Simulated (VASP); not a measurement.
Input of a VASP 6.6.1 run:

The input POSCAR:

```
K
1.0
   -2.6699463634      2.6699463634      2.6699463634
    2.6699463634     -2.6699463634      2.6699463634
    2.6699463634      2.6699463634     -2.6699463634
K
1
Direct
    0.0000000000      0.0000000000      0.0000000000
```

File INCAR.step1:

```
  ALGO = Normal
  EDIFF = 1E-4
  ENCUT = 520
  GGA = PE
  ISMEAR = 0
  LASPH = T
  LCHARG = F
  LREAL = F
  LWAVE = T
  NBANDS = 10
  NELM = 100
  PREC = Accurate
  SIGMA = 0.3
```

File INCAR.step2:

```
  ALGO = Normal
  EDIFF = 1E-6
  ENCUT = 520
  ISIF = 2
  ISMEAR = 0
  ISTART = 1
  LASPH = T
  LCHARG = T
  LELF = T
  LMIXTAU = T
  LREAL = F
  LVHAR = T
  LWAVE = F
  METAGGA = R2SCAN
  NBANDS = 10
  NELM = 100
  PREC = Accurate
  SIGMA = 0.3
```

The input KPOINTS:

```
k-points
0
Gamma
  8 8 8
```

Potentials or basis: VASP PAW PBE potentials, release 64 (K_sv).

The run is started by

```bash
$ cat potpaw_PBE.64/K_sv/POTCAR > POTCAR
$ cp INCAR.step1 INCAR
$ mpirun -np 1 vasp_std > vasp.out
$ cp INCAR.step2 INCAR
$ mpirun -np 1 vasp_std > vasp.out
```

Problem. Predict the band gap on the k mesh.

Solution. Zero (an odd number of electrons rules out a gap without spin polarisation).

Problem. What does it give for the pressure?

Solution. 0.0 GPa.

Caveat: so wide a smearing shifts energies and pressures; the PAW data sets were made with another functional, which shifts forces and pressure a little.
